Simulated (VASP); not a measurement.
# Al2O3 (R-3c) in VASP: notebook, part 2 of 3

VASP 6.6.1. Earlier steps stand in the parts before.

### 3 Single point, PBE (8.76 Å³/atom)

The input, INCAR:

```
  PREC = Accurate
  ENCUT = 520
  EDIFF = 1E-6
  ISMEAR = 0
  SIGMA = 0.05
  LREAL = F
  LASPH = T
  NELM = 100
  ALGO = Normal
  ISIF = 2
  LWAVE = F
  LCHARG = F
  GGA = PE
  NBANDS = 35
```

The input, KPOINTS:

```
Automatic mesh
0
Gamma
  6 6 6
```

The input, POSCAR:

```
Al2O3
1.0
    2.3827583181      1.3756861564      4.4524221933
   -2.3827583181      1.3756861564      4.4524221933
    0.0000000000     -2.7513723128      4.4524221933
Al O
4 6
Direct
    0.8521293568      0.8521293568      0.8521293568
    0.6478706432      0.6478706432      0.6478706432
    0.1478706432      0.1478706432      0.1478706432
    0.3521293568      0.3521293568      0.3521293568
    0.0561574040      0.4438425960      0.7500000000
    0.7500000000      0.0561574040      0.4438425960
    0.4438425960      0.7500000000      0.0561574040
    0.9438425960      0.5561574040      0.2500000000
    0.2500000000      0.9438425960      0.5561574040
    0.5561574040      0.2500000000      0.9438425960
```

Potentials or basis: VASP PAW PBE potentials, release 64 (Al, O).

Run with:

```
$ cat potpaw_PBE.64/Al/POTCAR potpaw_PBE.64/O/POTCAR > POTCAR
$ mpirun -np 1 vasp_std > vasp.out
```

OUTCAR:

```text
PREC = Accurate
   ENCUT = 520
   EDIFF = 1E-6
   ISMEAR = 0
   LREAL = F
   LASPH = T
   NELM = 100
   ISIF = 2
   GGA = PE

 ion  position               nearest neighbor table
   1  0.852  0.852  0.852-  10 1.87   8 1.87   9 1.87   5 2.00   7 2.00   6 2.00   2 2.73   3 2.80
                             3 2.80   3 2.80   2 3.25   2 3.25   2 3.25
   2  0.648  0.648  0.648-   9 1.87   8 1.87  10 1.87   5 2.00   7 2.00   6 2.00   1 2.73   4 2.80
                             4 2.80   4 2.80   1 3.25   1 3.25   1 3.25
   3  0.148  0.148  0.148-   7 1.87   5 1.87   6 1.87   8 2.00   9 2.00  10 2.00   4 2.73   1 2.80
                             1 2.80   1 2.80   4 3.25   4 3.25   4 3.25
   4  0.352  0.352  0.352-   6 1.87   5 1.87   7 1.87   8 2.00   9 2.00  10 2.00   3 2.73   2 2.80
                             2 2.80   2 2.80   3 3.25   3 3.25   3 3.25
   5  0.056  0.444  0.750-   3 1.87   4 1.87   1 2.00   2 2.00
   6  0.750  0.056  0.444-   4 1.87   3 1.87   1 2.00   2 2.00
   7  0.444  0.750  0.056-   3 1.87   4 1.87   1 2.00   2 2.00
   8  0.944  0.556  0.250-   1 1.87   2 1.87   3 2.00   4 2.00
   9  0.250  0.944  0.556-   2 1.87   1 1.87   3 2.00   4 2.00
  10  0.556  0.250  0.944-   1 1.87   2 1.87   3 2.00   4 2.00

  LATTYP: Found a trigonal (rhomboedric) cell.
 ALAT       =     5.2339385735
 COS(alpha) =     0.5854921673

  Lattice vectors:

 A1 = (   2.3827583181,   1.3756861564,   4.4524221933)
 A2 = (  -2.3827583181,   1.3756861564,   4.4524221933)
 A3 = (   0.0000000000,  -2.7513723128,   4.4524221933)

Analysis of symmetry for initial positions (statically):
=====================================================================
 Subroutine PRICEL returns:
 Original cell was already a primitive cell.

 Routine SETGRP: Setting up the symmetry group for a
 trigonal (rhombohedral) supercell.

 Subroutine GETGRP returns: Found 12 space group operations
 (whereof  6 operations were pure point group operations)
 out of a pool of 12 trial point group operations.

The static configuration has the point symmetry S_6 .
 The point group associated with its full space group is D_3d.

Analysis of symmetry for dynamics (positions and initial velocities):
=====================================================================
 Subroutine PRICEL returns:
 Original cell was already a primitive cell.

 Routine SETGRP: Setting up the symmetry group for a
 trigonal (rhombohedral) supercell.

 Subroutine GETGRP returns: Found 12 space group operations
 (whereof  6 operations were pure point group operations)
 out of a pool of 12 trial point group operations.

The dynamic configuration has the point symmetry S_6 .
 The point group associated with its full space group is D_3d.

 Subroutine INISYM returns: Found 12 space group operations
 (whereof  6 operations are pure point group operations),
 and found     1 'primitive' translations

----------------------------------------------------------------------------------------

                                     Primitive cell

  volume of cell :      87.5683

  direct lattice vectors                    reciprocal lattice vectors
     2.382758318  1.375686156  4.452422193     0.209840837  0.121151664  0.074865617
    -2.382758318  1.375686156  4.452422193    -0.209840837  0.121151664  0.074865617
     0.000000000 -2.751372313  4.452422193     0.000000000 -0.242303328  0.074865617

  length of vectors
     5.233938573  5.233938573  5.233938573     0.253605527  0.253605527  0.253605527

[... 82 lines left out ...]
   dimension x,y,z NGXF=    80 NGYF=   80 NGZF=   80
   ions per type =               4   6
   NGX,Y,Z   is equivalent  to a cutoff of  12.71, 12.71, 12.71 a.u.
   NGXF,Y,Z  is equivalent  to a cutoff of  25.41, 25.41, 25.41 a.u.
 SYSTEM =  unknown system
   PREC   = accura    normal or accurate (medium, high low for compatibility)
   ISTART =      0    job   : 0-new  1-cont  2-samecut
   ICHARG =      2    charge: 1-file 2-atom 10-const
   ISPIN  =      1    spin polarized calculation?
   LNONCOLLINEAR =      F non collinear calculations
   LSORBIT =      F    spin-orbit coupling
   LASPH  =      T    aspherical Exc in radial PAW
   ENCUT  =  520.0 eV  38.22 Ry    6.18 a.u.   9.73  9.73  9.73*2*pi/ulx,y,z
   NELM   =    100;   NELMIN=  2; NELMDL= -5     # of ELM steps
   EDIFF  = 0.1E-05   stopping-criterion for ELM
   LREAL  =      F    real-space projection
   EDIFFG = 0.1E-04   stopping-criterion for IOM
   NSW    =      0    number of steps for IOM
   IBRION =     -1    ionic relax: 0-MD 1-quasi-New 2-CG
   NFREE  =      0    steps in history (QN), initial steepest desc. (CG)
   ISIF   =      2    stress and relaxation
   ISYM   =      2    0-nonsym 1-usesym 2-fastsym
   POTIM  = 0.5000    time-step for ionic-motion
   TEBEG  =    0.0;   TEEND  =   0.0 temperature during run
   PSTRESS=    0.0 pullay stress
   NELECT =      48.0000    total number of electrons
   NUPDOWN=      -1.0000    fix difference up-down
   EMIN   =  10.00;   EMAX   =-10.00  energy-range for DOS
   EFERMI =   0.00;   METHOD = LEGACY
   ISMEAR =     0;   SIGMA  =   0.05  broadening in eV -4-tet -1-fermi 0-gaus
   EFERMI_NEDOS =   21; number of points for ismear=-14 and -15
   IALGO  =     38    algorithm
   IMIX   =      4    mixing-type and parameters
     AMIX     =   0.40;   BMIX     =  1.00
     AMIX_MAG =   1.60;   BMIX_MAG =  1.00
  volume/ion in A,a.u.               =       8.76        59.09
  Fermi-wavevector in a.u.,A,eV,Ry     =   1.339799  2.531853 24.423286  1.795061
  Thomas-Fermi vector in A             =   2.468162
   LORBIT       =      0    0 simple, 1 ext, 2 COOP (PROOUT), +10 PAW based schemes
   GGA     = PE    functional components
   LHFCALC =     F    Hartree Fock is set to
   AEXX    =    0.0000 exact exchange contribution
   IVDW    =     0    specifies the selected vdW correction
   LEPSILON=     F    determine dielectric tensor
   LRPA    =     F    only Hartree local field effects (RPA)
 non-spin polarized calculation
 Gauss-broadening in eV      SIGMA  =   0.05
  energy-cutoff  :      520.00
  volume of cell :       87.57
 maximum number of plane-waves:      2381
   NGX = 19   NGY = 19   NGZ = 19

 number of electron      48.0000001 magnetization

 Free energy of the ion-electron system (eV)
  ---------------------------------------------------
  ext. energy  EPLUGINS =         0.00000000
  ---------------------------------------------------
  free energy    TOTEN  =       -74.76039912 eV

  energy without entropy =      -74.76039912  energy(sigma->0) =      -74.76039912

 E-fermi :   6.1150     XC(G=0): -11.5379

 val. band max:        5.8543988515   @ k =   0.0000   0.0000   0.0000
 cond. band min:      11.6647063565   @ k =   0.0000   0.0000   0.0000
 fundamental gap:      5.8103075050
 Fermi energy:         6.1150218048

 k-point     1 :       0.0000    0.0000    0.0000
  band No.  band energies     occupation
      1     -13.2191      2.00000
      2     -11.1029      2.00000
      3     -10.7010      2.00000
      4     -10.7010      2.00000
      5     -10.4127      2.00000
      6     -10.4127      2.00000
[... 901 lines left out ...]
     34      19.0045      0.00000
     35      19.1627      0.00000

 [... further k-points ...]

------------------------ aborting loop because EDIFF is reached ----------------------------------------

  FORCE on cell =-STRESS in cart. coord.  units (eV):
  Direction    XX          YY          ZZ          XY          YZ          ZX
  --------------------------------------------------------------------------------------
  -------------------------------------------------------------------------------------
  Total        2.1058877      2.1058877     -3.7158586      0.0000000     -0.0000000      0.0000000
  in kB       38.5299856     38.5299856    -67.9865201      0.0000000     -0.0000000      0.0000000
  external PRESSURE =       3.0244837 kB  Pullay stress =       0.0000000 kB

 VOLUME and BASIS-vectors are now :
 -----------------------------------------------------------------------------
  energy-cutoff  :      520.00
  volume of cell :       87.57
      direct lattice vectors                 reciprocal lattice vectors
     2.382758318  1.375686156  4.452422193     0.209840837  0.121151664  0.074865617
    -2.382758318  1.375686156  4.452422193    -0.209840837  0.121151664  0.074865617
     0.000000000 -2.751372313  4.452422193     0.000000000 -0.242303328  0.074865617

 POSITION                                       TOTAL-FORCE (eV/Angst)
 -----------------------------------------------------------------------------------
      0.00000      0.00000     11.38212        -0.000000      0.000000     -0.147818
      0.00000      0.00000      8.65378        -0.000000     -0.000000      0.147818
      0.00000      0.00000      1.97515        -0.000000     -0.000000      0.147818
      0.00000      0.00000      4.70349        -0.000000     -0.000000     -0.147818
     -0.92376     -1.37569      5.56553         0.061008     -0.000000     -0.000000
      1.65326     -0.11216      5.56553        -0.030504      0.052835     -0.000000
     -0.72950      1.48784      5.56553        -0.030504     -0.052835     -0.000000
      0.92376      1.37569      7.79174        -0.061008     -0.000000     -0.000000
     -1.65326      0.11216      7.79174         0.030504     -0.052835     -0.000000
      0.72950     -1.48784      7.79174         0.030504      0.052835     -0.000000
 -----------------------------------------------------------------------------------
    total drift:                               -0.000000      0.000000     -0.000000

  FREE ENERGIE OF THE ION-ELECTRON SYSTEM (eV)
  ---------------------------------------------------
  free  energy   TOTEN  =       -74.7603991191 eV

  energy  without entropy=      -74.7603991191  energy(sigma->0) =      -74.76039912
```

It took 2.7 min on 1 thread of Intel Xeon 8259CL, shared host; peak memory 0.26 GiB.

What came out:

```
Free energy            : -74.7604 eV
Pressure               : 0.3 GPa
Largest force          : 0.148 eV/Å
Band gap on the k mesh : 5.81 eV
```

Forces on the atoms (eV/Å):
```
Al   0.000  0.000 -0.148
Al   0.000  0.000  0.148
Al   0.000  0.000  0.148
Al   0.000  0.000 -0.148
O    0.061  0.000  0.000
O   -0.031  0.053  0.000
O   -0.031 -0.053  0.000
O   -0.061  0.000  0.000
O    0.031 -0.053  0.000
O    0.031  0.053  0.000
```

Caveat: the stress differs along the axes, from -7 to 4 GPa.

### 4 Single point, PBE (8.76 Å³/atom)

The input, INCAR:

```
SYSTEM = Al2O3
PREC = Accurate ; ENCUT = 520
EDIFF = 1E-7 ; ISMEAR = 0
SIGMA = 0.05 ; LREAL = .FALSE.
LASPH = .TRUE. ; NELM = 60
ALGO = Normal ; ISIF = 2
LWAVE = .FALSE. ; LCHARG = .TRUE.
GGA = PE ; LELF = .TRUE.
LVHAR = .TRUE. ; NBANDS = 35
```

The input, KPOINTS:

```
regular mesh
0
G
  6 6 6
  0 0 0
```

POSCAR: that of step 3 with these lines changed.

```diff
@@ -2,5 +2,5 @@
 1.0
-    2.3827583181      1.3756861564      4.4524221933
-   -2.3827583181      1.3756861564      4.4524221933
-    0.0000000000     -2.7513723128      4.4524221933
+    2.4692044338      1.4255958445      4.1461234716
+   -2.4692044338      1.4255958445      4.1461234716
+    0.0000000000     -2.8511916891      4.1461234716
 Al O
```

Run with:

```
$ cat potpaw_PBE.64/Al/POTCAR potpaw_PBE.64/O/POTCAR > POTCAR
$ mpirun -np 1 vasp_std > vasp.out
```

Run time: 3.3 min. Hardware: 1 thread of Intel Xeon 8259CL, shared host; peak memory 0.27 GiB.

Results (log left out):

* Free energy: -74.3625 eV
* Pressure: -0.5 GPa
* Largest force: 0.650 eV/Å
* Band gap on the k mesh: 5.16 eV

Forces on the atoms (eV/Å):
```
Al   0.000  0.000  0.650
Al   0.000  0.000 -0.650
Al   0.000  0.000 -0.650
Al   0.000  0.000  0.650
O   -0.154  0.000  0.000
O    0.077 -0.133  0.000
O    0.077  0.133  0.000
O    0.154  0.000  0.000
O   -0.077  0.133  0.000
O   -0.077 -0.133  0.000
```

Stress tensor (GPa, compression positive):
```
-10.69   0.00   0.00
  0.00 -10.69   0.00
  0.00   0.00  19.73
```

Levels at points of the mesh, in eV from the valence-band top:
```tsv
k point	band 21	band 22	band 23	band 24	band 25	band 26	band 27	band 28
(0.00, 0.00, 0.00)	-0.84	-0.70	-0.70	0.00	5.16	7.87	10.10	10.11
(0.50, 0.00, 0.00)	-1.19	-1.19	-0.53	-0.53	8.34	8.34	8.98	8.98
(0.50, 0.50, 0.00)	-1.45	-1.42	-0.91	-0.50	8.33	8.75	8.95	9.56
(0.50, 0.50, 0.50)	-1.04	-1.04	-1.04	-1.04	7.53	7.53	10.41	10.41
```

Caveat: the stress differs along the axes, from -11 to 20 GPa.

(Part 2 of 3 ends here.)
